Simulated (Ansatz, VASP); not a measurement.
**Two plane-wave programs on Al**

The input INCAR:

```
SYSTEM = Al
PREC = Accurate
ENCUT = 520
EDIFF = 1E-7
ISMEAR = 0
SIGMA = 0.15
LREAL = .False.
LASPH = .True.
NELM = 80
ALGO = Fast
ISIF = 2
LWAVE = .False.
LCHARG = .False.
GGA = PS
NBANDS = 14
```

File KPOINTS:

```
regular mesh
0
Gamma
  24 24 6
  0 0 0
```

Contents of POSCAR:

```
Al
1.0
    2.8362844918      0.0000000000      0.0000000000
   -1.4181422459      2.4562944222      0.0000000000
    0.0000000000      0.0000000000      9.3221494563
Al
4
Direct
    0.0000000000      0.0000000000      0.0000000000
    0.3333333333      0.6666666667      0.2500000000
    0.0000000000      0.0000000000      0.5000000000
    0.6666666667      0.3333333333      0.7500000000
```

Input for Ansatz:

```yaml
crystal:
  lattice:
    - [2.8362844918, 0.0, 0.0]
    - [-1.4181422459, 2.4562944222, 0.0]
    - [0.0, 0.0, 9.3221494563]
  atoms:
    - { symbol: Al, position: [0.0, 0.0, 0.0] }
    - { symbol: Al, position: [0.3333333333, 0.6666666667, 0.25] }
    - { symbol: Al, position: [0.0, 0.0, 0.5] }
    - { symbol: Al, position: [0.6666666667, 0.3333333333, 0.75] }
basis:
  ecutwfc: 420
kpoints:
  mp_grid: { grid: [24, 24, 6] }
hamiltonian:
  xc: pbesol
scf:
  occupations: { method: gaussian, width: 0.15 }
output:
  forces: true
  stress: true
  eigenvalues: true
  write_density: true
  write_potential: true
  elf: true
  volumetric_format: npy
```

Alike in both runs: task single point; functional PBEsol; k mesh 24 × 24 × 6; occupations gaussian, width 0.15 eV; no spin polarisation.

|  | VASP | Ansatz |
| --- | --- | --- |
| version | VASP 6.6.1 | Ansatz 0.2.0 |
| potentials or method | VASP PAW PBE potentials, release 64 (Al), cutoff 520 eV | scalar-relativistic, plane waves, PAW |
| valence electrons in the cell | 12 | 12 |

|  | VASP | Ansatz | Ansatz less VASP |
| --- | --- | --- | --- |
| gap on the k mesh at the Fermi level (eV) | none | none | - |
| pressure (GPa) | 0.1 | 0.0 | -0.06 |
| traceless stress, the component that is largest in VASP (GPa) | 0.17 | 0.17 | +0.001 |

VASP's potentials were made for PBE, not for PBEsol. A gap of «none» marks a metal or a gap that the smearing closes.
